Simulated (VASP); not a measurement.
Write the native input for VASP 6.6.1 that does the following.

```
Task                   : relaxation of cell and atoms
Functional             : PBE
Potentials or basis    : VASP PAW PBE potentials, release 64 (Hg)
Cutoff                 : 600 eV
k mesh                 : 11 × 11 × 11
Occupations            : fermi-dirac, width 0.05 eV
Spin                   : no spin polarisation
Dipole correction      : no
Further INCAR settings : ALGO = Normal; EDIFF = 1e-06; IBRION = 2; EDIFFG = -0.005; NSW = 60; ISIF = 3
```

The structure of Hg lies in POSCAR:

```
Hg
1.0
    0.0000000000      3.3303445432      3.3303445432
    3.3303445432      0.0000000000      3.3303445432
    3.3303445432      3.3303445432      0.0000000000
Hg
2
Direct
   -0.1250000000     -0.1250000000     -0.1250000000
    0.1250000000      0.1250000000      0.1250000000
```

One way to write it, as run:

INCAR

```
SYSTEM = Hg
ALGO = Normal ; EDIFF = 1E-6
EDIFFG = -0.005 ; ENCUT = 600
GGA = PE ; IBRION = 2
ISIF = 3 ; ISMEAR = -1
LASPH = .True. ; LCHARG = .False.
LREAL = .False. ; LWAVE = .False.
NELM = 100 ; NSW = 60
PREC = Accurate ; SIGMA = 0.05
```

KPOINTS

```
k-points
0
Gamma
  11 11 11
  0 0 0
```

Potentials or basis: VASP PAW PBE potentials, release 64 (Hg).

Launch:

```bash
$ cat potpaw_PBE.64/Hg/POTCAR > POTCAR
$ mpirun -np 1 vasp_std > vasp.out
```

Results of the run:

| Property | Result |
| --- | --- |
| Relaxed volume | 57.17 Å³/atom |
| Relaxed cell | a = 5.448 Å, b = 5.448 Å, c = 5.448 Å, α = 60.00°, β = 60.00°, γ = 60.00° |
| Space group after relaxing (to 0.1 Å) | Fd-3m (No. 227) |
| Energy gained by relaxing | 67.1 meV/atom |
| Ionic steps | 7 |
| Pressure after relaxing | 0.0 GPa |
| Band gap on the k mesh | 0.55 eV (least direct gap 2.95 eV) |

Caveat: the volume moved by over 15 % at a fixed basis, so the end points are rough; spin-orbit coupling is left out, which moves the levels of the heavy elements; an odd mesh through Γ misses points on the zone boundary, where band edges can lie.

Run time: 6 min on 1 thread of Intel Xeon 6975P-C, on a shared host, peak memory 0.29 GiB.
